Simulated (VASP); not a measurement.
# ZrC (P6_3/mmc) in VASP: a series of runs, part 2 of 2

VASP 6.6.1. Earlier steps stand in the parts before.

### Step 4. Single point, r2SCAN

This run uses another cell than the first one, of 12.83 Å³/atom.

File POSCAR:

```
ZrC
1.0
    3.3346738967      0.0000000000      0.0000000000
   -1.6673369483      2.8879123079      0.0000000000
    0.0000000000      0.0000000000      5.3270554927
Zr C
2 2
Direct
    0.3333333333      0.6666666667      0.2500000000
    0.6666666667      0.3333333333      0.7500000000
    0.0000000000      0.0000000000      0.0000000000
    0.0000000000      0.0000000000      0.5000000000
```

File INCAR.step1:

```
SYSTEM = ZrC
  ALGO = Normal
  EDIFF = 1E-4
  ENCUT = 520
  GGA = PE
  ISMEAR = 0
  LASPH = .TRUE.
  LCHARG = .FALSE.
  LREAL = .FALSE.
  LWAVE = .TRUE.
  NBANDS = 24
  NELM = 100
  PREC = Accurate
  SIGMA = 0.05
```

File INCAR.step2:

```
SYSTEM = ZrC
  ALGO = Normal
  EDIFF = 1E-6
  ENCUT = 520
  ISIF = 2
  ISMEAR = 0
  ISTART = 1
  LASPH = .TRUE.
  LCHARG = .FALSE.
  LMIXTAU = .TRUE.
  LREAL = .FALSE.
  LWAVE = .FALSE.
  METAGGA = R2SCAN
  NBANDS = 24
  NELM = 100
  PREC = Accurate
  SIGMA = 0.05
```

File KPOINTS:

```
k-points
0
G
  8 8 5
  0 0 0
```

Potentials or basis: VASP PAW PBE potentials, release 64 (Zr_sv, C).

Command:

```sh
cat potpaw_PBE.64/Zr_sv/POTCAR potpaw_PBE.64/C/POTCAR > POTCAR
cp INCAR.step1 INCAR
mpirun -np 1 vasp_std > vasp.out
cp INCAR.step2 INCAR
mpirun -np 1 vasp_std > vasp.out
```

OUTCAR:

```text
SYSTEM = ZrC
   EDIFF = 1E-6
   ENCUT = 520
   ISIF = 2
   ISMEAR = 0
   ISTART = 1
   LASPH = .TRUE.
   LREAL = .FALSE.
   METAGGA = R2SCAN
   NELM = 100
   PREC = Accurate

 ion  position               nearest neighbor table
   1  0.333  0.667  0.250-   3 2.34   4 2.34   3 2.34   4 2.34   3 2.34   4 2.34   2 3.29   2 3.29
                             2 3.29   2 3.29   2 3.29   2 3.29
   2  0.667  0.333  0.750-   3 2.34   4 2.34   3 2.34   4 2.34   3 2.34   4 2.34   1 3.29   1 3.29
                             1 3.29   1 3.29   1 3.29   1 3.29
   3  0.000  0.000  0.000-   1 2.34   2 2.34   1 2.34   2 2.34   2 2.34   1 2.34
   4  0.000  0.000  0.500-   1 2.34   2 2.34   1 2.34   2 2.34   2 2.34   1 2.34

  LATTYP: Found a hexagonal cell.
 ALAT       =     3.3346738967
 C/A-ratio  =     1.5974741932

  Lattice vectors:

 A1 = (   3.3346738967,   0.0000000000,   0.0000000000)
 A2 = (  -1.6673369483,   2.8879123079,   0.0000000000)
 A3 = (   0.0000000000,   0.0000000000,   5.3270554927)

Analysis of symmetry for initial positions (statically):
=====================================================================
 Subroutine PRICEL returns:
[... 177 lines left out ...]

 E-fermi :  10.1371     XC(G=0): -13.0324

 val. band max:       10.0684604635   @ k =   0.1250   0.1250   0.2000
 cond. band min:      10.1805494738   @ k =   0.2500   0.2500   0.2000
 fundamental gap:      0.1120890103
 Fermi energy:        10.1370842258

 k-point     1 :       0.0000    0.0000    0.0000
  band No.  band energies     occupation
      1     -39.8872      2.00000
      2     -39.7640      2.00000
      3     -17.8071      2.00000
      4     -17.0036      2.00000
      5     -17.0036      2.00000
      6     -16.9128      2.00000
[... 637 lines left out ...]
     23      16.9952      0.00000
     24      17.3985      0.00000

 [... further k-points ...]

------------------------ aborting loop because EDIFF is reached ----------------------------------------

  FORCE on cell =-STRESS in cart. coord.  units (eV):
  Direction    XX          YY          ZZ          XY          YZ          ZX
  --------------------------------------------------------------------------------------
  -------------------------------------------------------------------------------------
  Total        1.3424178      1.3424178      1.3573796      0.0000000     -0.0000000      0.0000000
  in kB       41.9250590     41.9250590     42.3923316      0.0000000     -0.0000000      0.0000000
  external PRESSURE =      42.0808165 kB  Pullay stress =       0.0000000 kB

 VOLUME and BASIS-vectors are now :
 -----------------------------------------------------------------------------
  energy-cutoff  :      520.00
  volume of cell :       51.30
      direct lattice vectors                 reciprocal lattice vectors
     3.334673897  0.000000000  0.000000000     0.299879398  0.173135451  0.000000000
    -1.667336948  2.887912308  0.000000000     0.000000000  0.346270902  0.000000000
     0.000000000  0.000000000  5.327055493     0.000000000  0.000000000  0.187720965

 POSITION                                       TOTAL-FORCE (eV/Angst)
 -----------------------------------------------------------------------------------
     -0.00000      1.92527      1.33176        -0.000000      0.000000      0.000000
      1.66734      0.96264      3.99529        -0.000000     -0.000000      0.000000
      0.00000      0.00000      0.00000         0.000000      0.000000      0.000000
      0.00000      0.00000      2.66353         0.000000      0.000000      0.000000
 -----------------------------------------------------------------------------------
    total drift:                               -0.000000      0.000000     -0.000000

  FREE ENERGIE OF THE ION-ELECTRON SYSTEM (eV)
  ---------------------------------------------------
  free  energy   TOTEN  =       -68.6264108160 eV

  energy  without entropy=      -68.6257531316  energy(sigma->0) =      -68.62608197
```

It took 3.7 min on 1 thread of Intel Xeon 8259CL, shared host; peak memory 0.19 GiB.

Results:

```yaml
Free_energy: -68.6264 eV
Pressure: 4.2 GPa
Band_gap_on_the_k_mesh: zero (bands 16 and 17 overlap by 1.11 eV)
```

Levels at points of the mesh, in eV from the Fermi level:
```csv
k point,band 12,band 13,band 14,band 15,band 16,band 17,band 18,band 19,band 20,band 21
"(0.00, 0.00, 0.00)",-2.94,-2.94,-1.24,-1.24,1.05,1.42,1.42,1.96,1.96,2.28
"(0.50, 0.00, 0.00)",-3.64,-3.45,-3.22,-1.45,-0.81,1.36,4.44,4.61,4.74,4.94
```

Caveat: the cell stands under pressure; the PAW data sets were made with another functional, which shifts forces and pressure a little.

### Step 5. Single point, r2SCAN

This run uses another cell than the first one, of 12.93 Å³/atom.

File POSCAR:

```
ZrC
1.0
    3.3437826923      0.0000000000      0.0000000000
   -1.6718913461      2.8958007563      0.0000000000
    0.0000000000      0.0000000000      5.3426152822
Zr C
2 2
Direct
    0.3333333333      0.6666666667      0.2500000000
    0.6666666667      0.3333333333      0.7500000000
    0.0000000000      0.0000000000      0.0000000000
    0.0000000000      0.0000000000      0.5000000000
```

File INCAR.step1:

```
PREC = Accurate
ENCUT = 520
ISMEAR = 0
SIGMA = 0.05
LREAL = False
LASPH = True
NELM = 60
NBANDS = 24
GGA = PE
ALGO = Normal
EDIFF = 1E-4
LWAVE = True
LCHARG = False
```

File INCAR.step2:

```
PREC = Accurate
ENCUT = 520
EDIFF = 1E-6
ISMEAR = 0
SIGMA = 0.05
LREAL = False
LASPH = True
NELM = 60
ALGO = Normal
ISIF = 2
LWAVE = False
LCHARG = False
METAGGA = R2SCAN
LMIXTAU = True
NBANDS = 24
ISTART = 1
```

File KPOINTS:

```
Automatic mesh
0
Gamma
  8 8 5
```

Command:

```sh
cat potpaw_PBE.64/Zr_sv/POTCAR potpaw_PBE.64/C/POTCAR > POTCAR
cp INCAR.step1 INCAR
mpirun -np 1 vasp_std > vasp.out
cp INCAR.step2 INCAR
mpirun -np 1 vasp_std > vasp.out
```

Run time: 4.1 min. Hardware: 1 thread of Intel Xeon 8259CL, shared host; peak memory 0.19 GiB.

It converged, with:

* Free energy: -68.6352 eV
* Pressure: 2.2 GPa
* Band gap on the k mesh: zero (bands 16 and 17 overlap by 1.10 eV)

Levels at points of the mesh, in eV from the Fermi level:
```tsv
k point	band 12	band 13	band 14	band 15	band 16	band 17	band 18	band 19	band 20	band 21
(0.00, 0.00, 0.00)	-2.93	-2.93	-1.24	-1.24	1.04	1.41	1.41	1.94	1.94	2.25
(0.50, 0.00, 0.00)	-3.64	-3.42	-3.22	-1.45	-0.83	1.33	4.39	4.56	4.69	4.88
```

Caveat: the PAW data sets were made with another functional, which shifts forces and pressure a little.

### Step 6. The runs side by side

```tsv
cell	gap on the mesh (eV)	pressure (GPa)
a = 3.317, b = 3.317, c = 5.298 Å, angles 90.0, 90.0, 120.0°, 4 atoms	none	8.2
a = 3.326, b = 3.326, c = 5.312 Å, angles 90.0, 90.0, 120.0°, 4 atoms	none	6.2
a = 3.335, b = 3.335, c = 5.327 Å, angles 90.0, 90.0, 120.0°, 4 atoms	none	4.2
a = 3.344, b = 3.344, c = 5.343 Å, angles 90.0, 90.0, 120.0°, 4 atoms	none	2.2
```

Alike in all rows: task single point; level r2SCAN; potentials or basis VASP PAW PBE potentials, release 64 (Zr_sv, C); no spin polarisation; k mesh 8 × 8 × 5; cutoff (eV) 520; smearing gaussian 0.05 eV.

Caveats: the PAW data sets were made with another functional, which shifts forces and pressure a little; the cell stands under pressure (at least some runs).

Total energies depend on the potentials used, so only differences within one code and one set of settings carry meaning.
